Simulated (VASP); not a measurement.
# Ir (Fm-3m) in VASP: notebook

Ir is run at these levels: PBE; tasks: single point.

All numbers are computed with VASP 6.6.1; they aren't measurements. Logs are shortened: lines on timing, memory, paths and dates and some standing lists are left out, and cuts for length are marked.

## (1) The cell of the first run

The structure is cubic, space group Fm-3m (No. 225). Conventional cell: a = 3.892 Å, b = 3.892 Å, c = 3.892 Å, α = 90.00°, β = 90.00°, γ = 90.00°. Ir (site symmetry m-3m) has 12 Ir at 2.75 Å within 3.6 Å.

## (2) Single point, PBE (volume scaled by 1.03)

INCAR reads:

```
PREC     = Accurate       # precision mode
ENCUT    = 520            # plane-wave cutoff, eV
EDIFF    = 1E-6           # SCF threshold, eV
ISMEAR   = -1             # smearing method
SIGMA    = 0.03           # smearing width, eV
LREAL    = F              # projectors in reciprocal space
LASPH    = T              # aspherical terms in the spheres
NELM     = 80             # most SCF steps
ALGO     = Normal         # electronic algorithm
ISIF     = 2              # what is computed and relaxed
LWAVE    = F              # write WAVECAR
LCHARG   = T              # write CHGCAR
GGA      = PE             # functional
LELF     = T              # ELF
LVHAR    = T            
NBANDS   = 10             # bands
```

KPOINTS reads:

```
regular mesh
0
Gamma
  18 18 18
```

POSCAR reads:

```
Ir
1.0
    0.0000000000      1.9460447666      1.9460447666
    1.9460447666      0.0000000000      1.9460447666
    1.9460447666      1.9460447666      0.0000000000
Ir
1
Direct
    0.0000000000      0.0000000000      0.0000000000
```

Potentials or basis: VASP PAW PBE potentials, release 64 (Ir).

Launch:

```sh
$ cat potpaw_PBE.64/Ir/POTCAR > POTCAR
$ mpirun -np 1 vasp_std > vasp.out
```

OUTCAR:

```text
PREC = Accurate
   ENCUT = 520
   EDIFF = 1E-6
   ISMEAR = -1
   LREAL = F
   LASPH = T
   NELM = 80
   ISIF = 2
   GGA = PE

 ion  position               nearest neighbor table
   1  0.000  0.000  0.000-

  LATTYP: Found a face centered cubic cell.
 ALAT       =     3.8920895332

  Lattice vectors:

 A1 = (   0.0000000000,   1.9460447666,   1.9460447666)
 A2 = (   1.9460447666,   0.0000000000,   1.9460447666)
 A3 = (   1.9460447666,   1.9460447666,   0.0000000000)

Analysis of symmetry for initial positions (statically):
=====================================================================
 Subroutine PRICEL returns:
 Original cell was already a primitive cell.

 Routine SETGRP: Setting up the symmetry group for a
 face centered cubic supercell.

 Subroutine GETGRP returns: Found 48 space group operations
 (whereof 48 operations were pure point group operations)
 out of a pool of 48 trial point group operations.

The static configuration has the point symmetry O_h .

Analysis of symmetry for dynamics (positions and initial velocities):
=====================================================================
 Subroutine PRICEL returns:
 Original cell was already a primitive cell.

 Routine SETGRP: Setting up the symmetry group for a
 face centered cubic supercell.

 Subroutine GETGRP returns: Found 48 space group operations
 (whereof 48 operations were pure point group operations)
 out of a pool of 48 trial point group operations.

The dynamic configuration has the point symmetry O_h .

 Subroutine INISYM returns: Found 48 space group operations
 (whereof 48 operations are pure point group operations),
 and found     1 'primitive' translations

----------------------------------------------------------------------------------------

                                     Primitive cell

  volume of cell :      14.7397

  direct lattice vectors                    reciprocal lattice vectors
     0.000000000  1.946044767  1.946044767    -0.256931397  0.256931397  0.256931397
     1.946044767  0.000000000  1.946044767     0.256931397 -0.256931397  0.256931397
     1.946044767  1.946044767  0.000000000     0.256931397  0.256931397 -0.256931397

  length of vectors
     2.752122902  2.752122902  2.752122902     0.445018233  0.445018233  0.445018233

  position of ions in fractional coordinates (direct lattice)
     0.000000000  0.000000000  0.000000000

  ion indices of the primitive-cell ions
   primitive index   ion index
                 1           1

----------------------------------------------------------------------------------------

 KPOINTS: regular mesh

Automatic generation of k-mesh.
 Grid dimensions read from file:
 generate k-points for:   18   18   18

 Generating k-lattice:

  Cartesian coordinates                     Fractional coordinates (reciprocal lattice)
    -0.014273966  0.014273966  0.014273966     0.055555556  0.000000000  0.000000000
     0.014273966 -0.014273966  0.014273966     0.000000000  0.055555556  0.000000000
     0.014273966  0.014273966 -0.014273966     0.000000000  0.000000000  0.055555556

  Length of vectors
     0.024723235  0.024723235  0.024723235

  Shift w.r.t. Gamma in fractional coordinates (k-lattice)
     0.000000000  0.000000000  0.000000000

 Subroutine IBZKPT returns following result:
 ===========================================

 Found    195 irreducible k-points:

 Following reciprocal coordinates:
            Coordinates               Weight
  0.000000  0.000000  0.000000      1.000000
  0.055556  0.000000  0.000000      8.000000
  0.111111  0.000000  0.000000      8.000000
  0.166667  0.000000  0.000000      8.000000
  0.222222  0.000000  0.000000      8.000000
  0.277778  0.000000  0.000000      8.000000
[... 16 lines left out ...]
 -0.277778  0.055556  0.000000     24.000000
 -0.222222  0.055556  0.000000     24.000000
 [... further k-points ...]
   k-points           NKPTS =    195   k-points in BZ     NKDIM =    195   number of bands    NBANDS=     10
   number of dos      NEDOS =    301   number of ions     NIONS =      1
   total plane-waves  NPLWV =   8000
   dimension x,y,z NGX =    20 NGY =   20 NGZ =   20
   dimension x,y,z NGXF=    40 NGYF=   40 NGZF=   40
   ions per type =               1
   NGX,Y,Z   is equivalent  to a cutoff of  12.08, 12.08, 12.08 a.u.
   NGXF,Y,Z  is equivalent  to a cutoff of  24.16, 24.16, 24.16 a.u.
 SYSTEM =  unknown system
   PREC   = accura    normal or accurate (medium, high low for compatibility)
   ISTART =      0    job   : 0-new  1-cont  2-samecut
   ICHARG =      2    charge: 1-file 2-atom 10-const
   ISPIN  =      1    spin polarized calculation?
   LNONCOLLINEAR =      F non collinear calculations
   LSORBIT =      F    spin-orbit coupling
   LASPH  =      T    aspherical Exc in radial PAW
   ENCUT  =  520.0 eV  38.22 Ry    6.18 a.u.   5.12  5.12  5.12*2*pi/ulx,y,z
   NELM   =     80;   NELMIN=  2; NELMDL= -5     # of ELM steps
   EDIFF  = 0.1E-05   stopping-criterion for ELM
   LREAL  =      F    real-space projection
   EDIFFG = 0.1E-04   stopping-criterion for IOM
   NSW    =      0    number of steps for IOM
   IBRION =     -1    ionic relax: 0-MD 1-quasi-New 2-CG
   NFREE  =      0    steps in history (QN), initial steepest desc. (CG)
   ISIF   =      2    stress and relaxation
   ISYM   =      2    0-nonsym 1-usesym 2-fastsym
   POTIM  = 0.5000    time-step for ionic-motion
   TEBEG  =    0.0;   TEEND  =   0.0 temperature during run
   PSTRESS=    0.0 pullay stress
   NELECT =       9.0000    total number of electrons
   NUPDOWN=      -1.0000    fix difference up-down
   EMIN   =  10.00;   EMAX   =-10.00  energy-range for DOS
   EFERMI =   0.00;   METHOD = LEGACY
   ISMEAR =    -1;   SIGMA  =   0.03  broadening in eV -4-tet -1-fermi 0-gaus
   EFERMI_NEDOS =   21; number of points for ismear=-14 and -15
   IALGO  =     38    algorithm
   IMIX   =      4    mixing-type and parameters
     AMIX     =   0.40;   BMIX     =  1.00
     AMIX_MAG =   1.60;   BMIX_MAG =  1.00
  volume/ion in A,a.u.               =      14.74        99.47
  Fermi-wavevector in a.u.,A,eV,Ry     =   1.388863  2.624571 26.244840  1.928941
  Thomas-Fermi vector in A             =   2.512949
   LORBIT       =      0    0 simple, 1 ext, 2 COOP (PROOUT), +10 PAW based schemes
   GGA     = PE    functional components
   LHFCALC =     F    Hartree Fock is set to
   AEXX    =    0.0000 exact exchange contribution
   IVDW    =     0    specifies the selected vdW correction
   LEPSILON=     F    determine dielectric tensor
   LRPA    =     F    only Hartree local field effects (RPA)
 non-spin polarized calculation
  energy-cutoff  :      520.00
  volume of cell :       14.74
 maximum number of plane-waves:       411
   NGX = 11   NGY = 11   NGZ = 11

 number of electron       9.0000000 magnetization

 Free energy of the ion-electron system (eV)
  ---------------------------------------------------
  ext. energy  EPLUGINS =         0.00000000
  ---------------------------------------------------
  free energy    TOTEN  =        -8.84916888 eV

  energy without entropy =       -8.84586141  energy(sigma->0) =       -8.84751515

 E-fermi :   9.7365     XC(G=0): -13.7447

 val. band max:        9.7333938411   @ k =   0.5000   0.2222   0.1111
 cond. band min:       9.7383610524   @ k =   0.3333   0.1111   0.0556
 fundamental gap:      0.0049672113
 Fermi energy:         9.7365429373

 k-point     1 :       0.0000    0.0000    0.0000
  band No.  band energies     occupation
      1      -0.9745      2.00000
      2       6.0580      2.00000
      3       6.0580      2.00000
      4       6.0580      2.00000
      5       8.5757      2.00000
      6       8.5757      2.00000
      7      24.1072      0.00000
      8      29.4506      0.00000
      9      29.4506      0.00000
     10      29.4506      0.00000

 k-point     2 :       0.0556    0.0000    0.0000
  band No.  band energies     occupation
      1      -0.8428      2.00000
      2       5.9893      2.00000
      3       6.1147      2.00000
      4       6.1147      2.00000
      5       8.5401      2.00000
      6       8.5401      2.00000
      7      24.3306      0.00000
      8      28.7176      0.00000
      9      29.6629      0.00000
     10      29.6629      0.00000

 k-point     3 :       0.1111    0.0000    0.0000
  band No.  band energies     occupation
      1      -0.4604      2.00000
      2       5.8123      2.00000
      3       6.2631      2.00000
      4       6.2631      2.00000
      5       8.4627      2.00000
      6       8.4627      2.00000
      7      24.9433      0.00000
      8      27.2720      0.00000
      9      30.2792      0.00000
     10      30.2792      0.00000

 k-point     4 :       0.1667    0.0000    0.0000
  band No.  band energies     occupation
      1       0.1284      2.00000
      2       5.6101      2.00000
      3       6.4297      2.00000
      4       6.4297      2.00000
      5       8.4353      2.00000
      6       8.4353      2.00000
      7      25.6041      0.00000
      8      25.8545      0.00000
      9      31.2373      0.00000
     10      31.2373      0.00000

 k-point     5 :       0.2222    0.0000    0.0000
  band No.  band energies     occupation
      1       0.8274      2.00000
      2       5.5178      2.00000
      3       6.4996      2.00000
      4       6.4996      2.00000
      5       8.5887      2.00000
      6       8.5887      2.00000
      7      24.1141      0.00000
      8      26.3062      0.00000
      9      32.4002      0.00000
     10      32.4002      0.00000

 k-point     6 :       0.2778    0.0000    0.0000
  band No.  band energies     occupation
      1       1.4650      2.00000
      2       5.7266      2.00000
      3       6.4238      2.00000
      4       6.4238      2.00000
      5       8.9717      2.00000
      6       8.9717      2.00000
      7      22.4631      0.00000
      8      25.9924      0.00000
      9      33.0286      0.00000
     10      33.0290      0.00000
[... 183 lines left out ...]
 k-point    21 :      -0.3889    0.0556    0.0000
  band No.  band energies     occupation
      1       2.1383      2.00000
      2       5.9953      2.00000
      3       6.1414      2.00000
      4       7.5378      2.00000
      5       9.9219      0.00414
      6      10.7256      0.00000
      7      18.2252      0.00000
      8      24.2910      0.00000
      9      29.1234      0.00000
     10      30.4521      0.00000

 k-point    22 :      -0.3333    0.0556    0.0000
  band No.  band energies     occupation
      1       2.0490      2.00000
      2       6.1499      2.00000
      3       6.2823      2.00000
      4       6.5295      2.00000
      5       9.3530      1.99999
      6      10.1942      0.00000
      7      20.0776      0.00000
      8      24.9698      0.00000
      9      29.9513      0.00000
     10      31.9950      0.00000

 k-point    23 :      -0.2778    0.0556    0.0000
  band No.  band energies     occupation
      1       1.7454      2.00000
      2       5.7419      2.00000
      3       6.3521      2.00000
      4       6.4531      2.00000
      5       8.7706      2.00000
      6       9.6230      1.95553
      7      21.9601      0.00000
      8      25.8566      0.00000
      9      30.9322      0.00000
     10      33.1611      0.00000

 k-point    24 :      -0.2222    0.0556    0.0000
  band No.  band energies     occupation
      1       1.1689      2.00000
      2       5.4278      2.00000
      3       6.4898      2.00000
      4       6.5769      2.00000
      5       8.3163      2.00000
      6       9.1170      2.00000
      7      23.6777      0.00000
      8      26.4527      0.00000
      9      31.3035      0.00000
     10      32.5569      0.00000

 [... further k-points ...]
[... 5 lines left out ...]
  --------------------------------------------------------------------------------------
  -------------------------------------------------------------------------------------
  Total       -0.4720106     -0.4720106     -0.4720106      0.0000000     -0.0000000      0.0000000
  in kB      -51.3066763    -51.3066763    -51.3066763      0.0000000     -0.0000000      0.0000000
  external PRESSURE =     -51.3066763 kB  Pullay stress =       0.0000000 kB

 VOLUME and BASIS-vectors are now :
 -----------------------------------------------------------------------------
  energy-cutoff  :      520.00
  volume of cell :       14.74
      direct lattice vectors                 reciprocal lattice vectors
     0.000000000  1.946044767  1.946044767    -0.256931397  0.256931397  0.256931397
     1.946044767  0.000000000  1.946044767     0.256931397 -0.256931397  0.256931397
     1.946044767  1.946044767  0.000000000     0.256931397  0.256931397 -0.256931397

 POSITION                                       TOTAL-FORCE (eV/Angst)
 -----------------------------------------------------------------------------------
      0.00000      0.00000      0.00000         0.000000     -0.000000      0.000000
 -----------------------------------------------------------------------------------
    total drift:                               -0.000000     -0.000000     -0.000000

  FREE ENERGIE OF THE ION-ELECTRON SYSTEM (eV)
  ---------------------------------------------------
  free  energy   TOTEN  =        -8.8491688823 eV

  energy  without entropy=       -8.8458614136  energy(sigma->0) =       -8.84751515
```

It took 17 s on 1 thread of AMD EPYC 7R13 (Zen 3), shared host; peak memory 0.12 GiB.

Results:

* Free energy: -8.8492 eV
* Pressure: -5.1 GPa

Caveat: spin-orbit coupling is left out, which moves the levels of the heavy elements.

(Part 1 of 2 ends here.)
